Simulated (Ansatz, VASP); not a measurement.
Zn in VASP and in Ansatz

File INCAR:

```
SYSTEM = Zn
  ALGO = Normal
  EDIFF = 1E-6
  ENCUT = 520
  GGA = PE
  ISIF = 2
  ISMEAR = -1
  LASPH = .True.
  LCHARG = .False.
  LREAL = .False.
  LWAVE = .False.
  NBANDS = 19
  NELM = 80
  PREC = Accurate
  SIGMA = 0.1
```

File KPOINTS:

```
k-points
0
Gamma
  16 16 16
  0 0 0
```

POSCAR

```
Zn
1.0
   -2.4534472830      2.4534472830      1.2239526412
    2.4534472830     -2.4534472830      1.2239526412
    2.4534472830      2.4534472830     -1.2239526412
Zn
2
Direct
   -0.3750000000     -0.1250000000     -0.2500000000
    0.3750000000      0.1250000000      0.2500000000
```

Input for Ansatz:

```yaml
crystal:
  lattice:
    - [-2.453447283, 2.453447283, 1.2239526412]
    - [2.453447283, -2.453447283, 1.2239526412]
    - [2.453447283, 2.453447283, -1.2239526412]
  atoms:
    - { symbol: Zn, position: [-0.375, -0.125, -0.25] }
    - { symbol: Zn, position: [0.375, 0.125, 0.25] }
kpoints:
  mp_grid: { grid: [16, 16, 16] }
scf:
  occupations: { method: fermi_dirac, width: 0.1 }
hamiltonian:
  xc: pbe
  pseudopotentials: { kind: paw }
output:
  forces: true
  stress: true
  eigenvalues: true
  populations: true
```

Change from the starting cell: volume scaled by 0.85, PAW files.

Alike in both runs: task single point; functional PBE; k mesh 16 × 16 × 16; occupations fermi-dirac, width 0.1 eV; no spin polarisation.

|  | VASP | Ansatz |
| --- | --- | --- |
| version | VASP 6.6.1 | Ansatz 0.2.0 |
| potentials or method | VASP PAW PBE potentials, release 64 (Zn) | PAW with Ansatz's default frozen-core files, scalar-relativistic |
| plane-wave cutoff (eV) | 520 | 420 |
| valence electrons in the cell | 24 | 24 |

```csv
,VASP,Ansatz,Ansatz less VASP
pressure (GPa),13.1,12.7,-0.40
"traceless stress, the component that is largest in VASP (GPa)",0.18,0.03,-0.144
```
